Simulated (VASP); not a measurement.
Crystal: P.

```xyz
4
Lattice="3.5166 0.0000 0.0000 0.0000 3.5166 0.0000 0.0000 0.0000 6.1550" Properties=species:S:1:pos:R:3 pbc="T T T"
P     1.7583    0.0000    3.0775
P     0.0000    1.7583    0.0000
P     0.0000    0.0000    4.6162
P     0.0000    0.0000    1.5387
```

* Program: VASP 6.6.1
* Task: relaxation of cell and atoms
* Functional: PBE
* Potentials or basis: VASP PAW PBE potentials, release 64 (P)
* Cutoff: 600 eV
* k mesh: 14 × 14 × 8
* Occupations: gaussian, width 0.1 eV
* Spin: no spin polarisation

At the start: pressure -2.1 GPa; volume 19.03 Å³/atom.

Question: Where does the relaxation end?

Answer: Over 10 steps the energy falls by 28.5 meV/atom and the volume is 17.70 Å³/atom (-7.0 %); space group P4_2/mmc (No. 131, to 0.05 Å).

The path:
| step | energy change (eV) | largest force (eV/Å) | pressure (GPa) | volume (Å³) |
| --- | --- | --- | --- | --- |
| 1 | 0.0000 | 0.0000 | -2.08 | 76.11 |
| 2 | -0.0476 | 0.0000 | -0.29 | 73.41 |
| 3 | -0.0671 | 0.0000 | 1.46 | 71.04 |
| 4 | -0.1023 | 0.0000 | 0.73 | 70.80 |
| 5 | -0.1132 | 0.0000 | 0.36 | 70.60 |
| 6 | -0.1140 | 0.0000 | 0.25 | 70.53 |
| 7 | -0.1140 | 0.0000 | 0.26 | 70.54 |
| 8 | -0.1141 | 0.0000 | 0.05 | 70.77 |
| 9 | -0.1141 | 0.0000 | 0.05 | 70.77 |
| 10 | -0.1142 | 0.0000 | 0.02 | 70.78 |

Final structure:
```
P
1.0
     3.32509    0.00000    0.00000
     0.00000    3.32509    0.00000
     0.00000    0.00000    6.40201
P
4
Direct
  0.50000 0.00000 0.50000
  0.00000 0.50000 0.00000
  0.00000 0.00000 0.75000
  0.00000 0.00000 0.25000
```
